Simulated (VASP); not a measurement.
Runs of VASP 6.6.1 on BP. The structure is that of space group F-43m (No. 216), or close to it. The cells are those of the table. 

```csv
task,level,cell,k mesh,cutoff (eV),smearing,gap on the mesh (eV),pressure (GPa)
single point,PBE,"a = 3.208 Å, angles 60.0°, 2 atoms",6 × 6 × 6,520,gaussian 0.01 eV,1.33,(b)
single point,PBE,"a = 3.208 Å, angles 60.0°, 2 atoms",10 × 10 × 10,520,fermi-dirac 0.02 eV,(a),1.0
single point,r2SCAN,"a = 3.208 Å, angles 60.0°, 2 atoms",8 × 8 × 8,520,fermi-dirac 0.02 eV,1.48,-0.5
relaxation of cell and atoms,PBEsol,"relaxed from a = 3.216 Å, angles 60.0°, 2 atoms",8 × 8 × 8,600,fermi-dirac 0.02 eV,1.15,0.0
```

Alike in all rows: potentials or basis VASP PAW PBE potentials, release 64 (B, P); no spin polarisation.

Question: Fill in the values left out.

Answer: (a) 1.24; (b) 1.2.

Caveats: the PAW data sets were made with another functional, which shifts forces and pressure a little (some runs).

A k mesh can miss the band edges.
